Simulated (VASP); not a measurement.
# In3As (Pm-3m) in VASP: notebook

Runs on In3As. Level: PBEsol. Tasks: single point.

All numbers are computed with VASP 6.6.1; they aren't measurements. Logs are shortened: lines on timing, memory, paths and dates and some standing lists are left out, and cuts for length are marked.

### 1 The cell of the first run

Symmetry: Pm-3m, No. 221, cubic system. The conventional cell has a = 4.164 Å, b = 4.164 Å, c = 4.164 Å, α = 90.00°, β = 90.00°, γ = 90.00°. In (site symmetry 4/mmm) has 8 In at 2.94 Å and 4 As at 2.94 Å within 3.9 Å. Within 3.9 Å of As (site symmetry m-3m) lie 12 In at 2.94 Å.

### 2 Single point, PBEsol

File INCAR:

```
PREC = Accurate ; ENCUT = 520
EDIFF = 1E-7 ; ISMEAR = -1
SIGMA = 0.05 ; LREAL = F
LASPH = T ; NELM = 100
ALGO = Normal ; ISIF = 2
LWAVE = F ; LCHARG = F
GGA = PS ; NBANDS = 30
```

File KPOINTS:

```
Automatic mesh
0
Gamma
  6 6 6
```

File POSCAR:

```
In3As
1.0
    4.1639495104      0.0000000000      0.0000000000
    0.0000000000      4.1639495104      0.0000000000
    0.0000000000      0.0000000000      4.1639495104
In As
3 1
Direct
    0.5000000000      0.5000000000      0.0000000000
    0.5000000000      0.0000000000      0.5000000000
    0.0000000000      0.5000000000      0.5000000000
    0.0000000000      0.0000000000      0.0000000000
```

Potentials or basis: VASP PAW PBE potentials, release 64 (In_d, As).

Run with:

```bash
cat potpaw_PBE.64/In_d/POTCAR potpaw_PBE.64/As/POTCAR > POTCAR
mpirun -np 1 vasp_std > vasp.out
```

OUTCAR:

```text
PREC = Accurate
   ENCUT = 520
   EDIFF = 1E-7
   ISMEAR = -1
   LREAL = F
   LASPH = T
   NELM = 100
   ISIF = 2
   GGA = PS

 ion  position               nearest neighbor table
   1  0.500  0.500  0.000-   2 2.94   3 2.94   4 2.94   2 2.94   3 2.94   2 2.94   4 2.94   2 2.94
                             3 2.94   4 2.94   3 2.94   4 2.94
   2  0.500  0.000  0.500-   1 2.94   3 2.94   4 2.94   1 2.94   4 2.94   1 2.94   3 2.94   1 2.94
                             3 2.94   4 2.94   4 2.94   3 2.94
   3  0.000  0.500  0.500-   1 2.94   2 2.94   4 2.94   1 2.94   4 2.94   2 2.94   4 2.94   4 2.94
                             1 2.94   2 2.94   1 2.94   2 2.94
   4  0.000  0.000  0.000-   1 2.94   2 2.94   3 2.94   2 2.94   3 2.94   1 2.94   3 2.94   3 2.94
                             1 2.94   2 2.94   2 2.94   1 2.94

  LATTYP: Found a simple cubic cell.
 ALAT       =     4.1639495104

  Lattice vectors:

 A1 = (   4.1639495104,   0.0000000000,   0.0000000000)
 A2 = (   0.0000000000,   4.1639495104,   0.0000000000)
 A3 = (   0.0000000000,   0.0000000000,   4.1639495104)

Analysis of symmetry for initial positions (statically):
=====================================================================
 Subroutine PRICEL returns:
 Original cell was already a primitive cell.

 Routine SETGRP: Setting up the symmetry group for a
 simple cubic supercell.

 Subroutine GETGRP returns: Found 48 space group operations
 (whereof 48 operations were pure point group operations)
 out of a pool of 48 trial point group operations.

The static configuration has the point symmetry O_h .

Analysis of symmetry for dynamics (positions and initial velocities):
=====================================================================
 Subroutine PRICEL returns:
 Original cell was already a primitive cell.

 Routine SETGRP: Setting up the symmetry group for a
 simple cubic supercell.

 Subroutine GETGRP returns: Found 48 space group operations
 (whereof 48 operations were pure point group operations)
 out of a pool of 48 trial point group operations.

The dynamic configuration has the point symmetry O_h .

 Subroutine INISYM returns: Found 48 space group operations
 (whereof 48 operations are pure point group operations),
 and found     1 'primitive' translations

----------------------------------------------------------------------------------------

                                     Primitive cell

  volume of cell :      72.1965

  direct lattice vectors                    reciprocal lattice vectors
     4.163949510  0.000000000  0.000000000     0.240156610  0.000000000  0.000000000
     0.000000000  4.163949510  0.000000000     0.000000000  0.240156610  0.000000000
     0.000000000  0.000000000  4.163949510     0.000000000  0.000000000  0.240156610

  length of vectors
     4.163949510  4.163949510  4.163949510     0.240156610  0.240156610  0.240156610

  position of ions in fractional coordinates (direct lattice)
     0.500000000  0.500000000  0.000000000
     0.500000000  0.000000000  0.500000000
     0.000000000  0.500000000  0.500000000
     0.000000000  0.000000000  0.000000000

  ion indices of the primitive-cell ions
   primitive index   ion index
                 1           1
                 2           2
                 3           3
                 4           4

----------------------------------------------------------------------------------------

 KPOINTS: Automatic mesh

Automatic generation of k-mesh.
 Grid dimensions read from file:
 generate k-points for:    6    6    6

 Generating k-lattice:

  Cartesian coordinates                     Fractional coordinates (reciprocal lattice)
     0.040026102  0.000000000  0.000000000     0.166666667  0.000000000  0.000000000
     0.000000000  0.040026102  0.000000000     0.000000000  0.166666667  0.000000000
     0.000000000  0.000000000  0.040026102     0.000000000  0.000000000  0.166666667

  Length of vectors
     0.040026102  0.040026102  0.040026102

  Shift w.r.t. Gamma in fractional coordinates (k-lattice)
     0.000000000  0.000000000  0.000000000

 Subroutine IBZKPT returns following result:
 ===========================================

 Found     20 irreducible k-points:

 Following reciprocal coordinates:
            Coordinates               Weight
  0.000000  0.000000  0.000000      1.000000
  0.166667  0.000000  0.000000      6.000000
  0.333333  0.000000  0.000000      6.000000
  0.500000  0.000000  0.000000      3.000000
  0.166667  0.166667  0.000000     12.000000
  0.333333  0.166667  0.000000     24.000000
[... 12 lines left out ...]
  0.500000  0.500000  0.333333      6.000000
  0.500000  0.500000  0.500000      1.000000
   k-points           NKPTS =     20   k-points in BZ     NKDIM =     20   number of bands    NBANDS=     30
   number of dos      NEDOS =    301   number of ions     NIONS =      4
   total plane-waves  NPLWV =  32768
   dimension x,y,z NGX =    32 NGY =   32 NGZ =   32
   dimension x,y,z NGXF=    64 NGYF=   64 NGZF=   64
   ions per type =               3   1
   NGX,Y,Z   is equivalent  to a cutoff of  12.78, 12.78, 12.78 a.u.
   NGXF,Y,Z  is equivalent  to a cutoff of  25.55, 25.55, 25.55 a.u.
 SYSTEM =  unknown system
   PREC   = accura    normal or accurate (medium, high low for compatibility)
   ISTART =      0    job   : 0-new  1-cont  2-samecut
   ICHARG =      2    charge: 1-file 2-atom 10-const
   ISPIN  =      1    spin polarized calculation?
   LNONCOLLINEAR =      F non collinear calculations
   LSORBIT =      F    spin-orbit coupling
   LASPH  =      T    aspherical Exc in radial PAW
   ENCUT  =  520.0 eV  38.22 Ry    6.18 a.u.   7.74  7.74  7.74*2*pi/ulx,y,z
   NELM   =    100;   NELMIN=  2; NELMDL= -5     # of ELM steps
   EDIFF  = 0.1E-06   stopping-criterion for ELM
   LREAL  =      F    real-space projection
   EDIFFG = 0.1E-05   stopping-criterion for IOM
   NSW    =      0    number of steps for IOM
   IBRION =     -1    ionic relax: 0-MD 1-quasi-New 2-CG
   NFREE  =      0    steps in history (QN), initial steepest desc. (CG)
   ISIF   =      2    stress and relaxation
   ISYM   =      2    0-nonsym 1-usesym 2-fastsym
   POTIM  = 0.5000    time-step for ionic-motion
   TEBEG  =    0.0;   TEEND  =   0.0 temperature during run
   PSTRESS=    0.0 pullay stress
   NELECT =      44.0000    total number of electrons
   NUPDOWN=      -1.0000    fix difference up-down
   EMIN   =  10.00;   EMAX   =-10.00  energy-range for DOS
   EFERMI =   0.00;   METHOD = LEGACY
   ISMEAR =    -1;   SIGMA  =   0.05  broadening in eV -4-tet -1-fermi 0-gaus
   EFERMI_NEDOS =   21; number of points for ismear=-14 and -15
   IALGO  =     38    algorithm
   IMIX   =      4    mixing-type and parameters
     AMIX     =   0.40;   BMIX     =  1.00
     AMIX_MAG =   1.60;   BMIX_MAG =  1.00
  volume/ion in A,a.u.               =      18.05       121.80
  Fermi-wavevector in a.u.,A,eV,Ry     =   1.387992  2.622924 26.211917  1.926522
  Thomas-Fermi vector in A             =   2.512160
   LORBIT       =      0    0 simple, 1 ext, 2 COOP (PROOUT), +10 PAW based schemes
   GGA     = PS    functional components
   LHFCALC =     F    Hartree Fock is set to
   AEXX    =    0.0000 exact exchange contribution
   IVDW    =     0    specifies the selected vdW correction
   LEPSILON=     F    determine dielectric tensor
   LRPA    =     F    only Hartree local field effects (RPA)
 non-spin polarized calculation
  energy-cutoff  :      520.00
  volume of cell :       72.20
 maximum number of plane-waves:      1980
 NGX is ok and might be reduce to    32
   NGX = 15   NGY = 15   NGZ = 15

 number of electron      43.9999988 magnetization

 Free energy of the ion-electron system (eV)
  ---------------------------------------------------
  ext. energy  EPLUGINS =         0.00000000
  ---------------------------------------------------
  free energy    TOTEN  =       -12.04788489 eV

  energy without entropy =      -12.03426812  energy(sigma->0) =      -12.04107651

 E-fermi :  11.3156     XC(G=0): -11.9901

 val. band max:       11.2849824206   @ k =   0.3333   0.0000   0.0000
 cond. band min:      11.4064232302   @ k =   0.3333   0.1667   0.0000
 fundamental gap:      0.1214408096
 Fermi energy:        11.3156159266

 k-point     1 :       0.0000    0.0000    0.0000
  band No.  band energies     occupation
      1      -4.6342      2.00000
      2      -4.4736      2.00000
      3      -4.4736      2.00000
      4      -4.4736      2.00000
      5      -4.1523      2.00000
      6      -4.1523      2.00000
[... 22 lines left out ...]
     29      18.4632      0.00000
     30      19.2196      0.00000

 k-point     2 :       0.1667    0.0000    0.0000
  band No.  band energies     occupation
      1      -4.5598      2.00000
      2      -4.4574      2.00000
      3      -4.4072      2.00000
      4      -4.4072      2.00000
      5      -4.1400      2.00000
      6      -4.0958      2.00000
[... 22 lines left out ...]
     29      19.2581      0.00000
     30      19.2903      0.00000

 k-point     3 :       0.3333    0.0000    0.0000
  band No.  band energies     occupation
      1      -4.4227      2.00000
      2      -4.3735      2.00000
      3      -4.2218      2.00000
      4      -4.2218      2.00000
      5      -4.1080      2.00000
      6      -3.9545      2.00000
[... 22 lines left out ...]
     29      19.4655      0.00000
     30      20.0455      0.00000

 k-point     4 :       0.5000    0.0000    0.0000
  band No.  band energies     occupation
      1      -4.4038      2.00000
      2      -4.2445      2.00000
      3      -4.0513      2.00000
      4      -4.0248      2.00000
      5      -4.0248      2.00000
      6      -3.8666      2.00000
[... 484 lines left out ...]
     29      20.3228      0.00000
     30      20.7997      0.00000

 k-point    19 :       0.5000    0.5000    0.3333
  band No.  band energies     occupation
      1      -4.5557      2.00000
      2      -4.2421      2.00000
      3      -4.2396      2.00000
      4      -4.2396      2.00000
      5      -4.0594      2.00000
      6      -4.0594      2.00000
[... 22 lines left out ...]
     29      20.8004      0.00000
     30      21.6177      0.00000

 k-point    20 :       0.5000    0.5000    0.5000
  band No.  band energies     occupation
      1      -4.6378      2.00000
      2      -4.2814      2.00000
      3      -4.2814      2.00000
      4      -4.2814      2.00000
      5      -4.0697      2.00000
      6      -4.0697      2.00000
[... 22 lines left out ...]
     29      22.8327      0.00000
     30      23.0154      0.00000

------------------------ aborting loop because EDIFF is reached ----------------------------------------

  FORCE on cell =-STRESS in cart. coord.  units (eV):
  Direction    XX          YY          ZZ          XY          YZ          ZX
  --------------------------------------------------------------------------------------
  -------------------------------------------------------------------------------------
  Total       13.6043804     13.6043804     13.6043804      0.0000000      0.0000000      0.0000000
  in kB      301.9068622    301.9068622    301.9068622      0.0000000      0.0000000      0.0000000
  external PRESSURE =     301.9068622 kB  Pullay stress =       0.0000000 kB

 VOLUME and BASIS-vectors are now :
 -----------------------------------------------------------------------------
  energy-cutoff  :      520.00
  volume of cell :       72.20
      direct lattice vectors                 reciprocal lattice vectors
     4.163949510  0.000000000  0.000000000     0.240156610  0.000000000  0.000000000
     0.000000000  4.163949510  0.000000000     0.000000000  0.240156610  0.000000000
     0.000000000  0.000000000  4.163949510     0.000000000  0.000000000  0.240156610

 POSITION                                       TOTAL-FORCE (eV/Angst)
 -----------------------------------------------------------------------------------
      2.08197      2.08197      0.00000         0.000000      0.000000      0.000000
      2.08197      0.00000      2.08197         0.000000      0.000000      0.000000
      0.00000      2.08197      2.08197         0.000000      0.000000      0.000000
      0.00000      0.00000      0.00000         0.000000      0.000000      0.000000
 -----------------------------------------------------------------------------------
    total drift:                                0.000000     -0.000000     -0.000000

  FREE ENERGIE OF THE ION-ELECTRON SYSTEM (eV)
  ---------------------------------------------------
  free  energy   TOTEN  =       -12.0478848942 eV

  energy  without entropy=      -12.0342681161  energy(sigma->0) =      -12.04107651
```

It took 41 s on 1 thread of Intel Xeon 6975P-C, shared host; peak memory 0.19 GiB.

What came out:

```
Free energy            : -12.0479 eV
Pressure               : 30.2 GPa
Band gap on the k mesh : zero (band 22 reaches 12.26 eV, above the bottom of band 23 at 6.45 eV)
```

Caveat: the PAW data sets were made with another functional, which shifts forces and pressure a little; spin-orbit coupling is left out, which moves the levels of the heavy elements.

### 3 Single point, PBEsol

This run uses another cell than the first one, of 19.22 Å³/atom, 1.065 times its volume.

File INCAR:

```
  ALGO = Normal
  EDIFF = 1E-6
  ENCUT = 520
  GGA = PS
  ISIF = 2
  ISMEAR = -1
  LASPH = True
  LCHARG = False
  LREAL = False
  LWAVE = False
  NBANDS = 30
  NELM = 100
  PREC = Accurate
  SIGMA = 0.05
```

File KPOINTS:

```
k-points
0
Gamma
  6 6 6
```

File POSCAR:

```
In3As
1.0
    4.2524371250      0.0000000000      0.0000000000
    0.0000000000      4.2524371250      0.0000000000
    0.0000000000      0.0000000000      4.2524371250
In As
3 1
Direct
    0.5000000000      0.5000000000      0.0000000000
    0.5000000000      0.0000000000      0.5000000000
    0.0000000000      0.5000000000      0.5000000000
    0.0000000000      0.0000000000      0.0000000000
```

Potentials or basis: VASP PAW PBE potentials, release 64 (In_d, As).

Run with:

```bash
cat potpaw_PBE.64/In_d/POTCAR potpaw_PBE.64/As/POTCAR > POTCAR
mpirun -np 1 vasp_std > vasp.out
```

It took 40 s on 1 thread of Intel Xeon 6975P-C, shared host; peak memory 0.19 GiB.

Results (log left out):

| Quantity | Value |
| --- | --- |
| Free energy | -12.7807 eV |
| Pressure | 20.1 GPa |
| Band gap on the k mesh | zero (band 22 reaches 11.18 eV, above the bottom of band 23 at 5.56 eV) |

Levels at points of the mesh, in eV from the Fermi level:
```csv
k point,band 20,band 21,band 22,band 23,band 24,band 25
"(0.00, 0.00, 0.00)",-4.37,-1.72,-1.72,2.15,2.15,2.15
"(0.50, 0.00, 0.00)",-2.53,-0.77,-0.77,-0.44,-0.33,0.78
"(0.50, 0.50, 0.00)",-1.34,-0.79,0.86,0.86,1.62,1.62
"(0.50, 0.50, 0.50)",-4.97,-4.71,-4.71,-4.71,5.90,5.90
```

Caveat: the PAW data sets were made with another functional, which shifts forces and pressure a little; spin-orbit coupling is left out, which moves the levels of the heavy elements.

(Continued in part 2 of 2.)
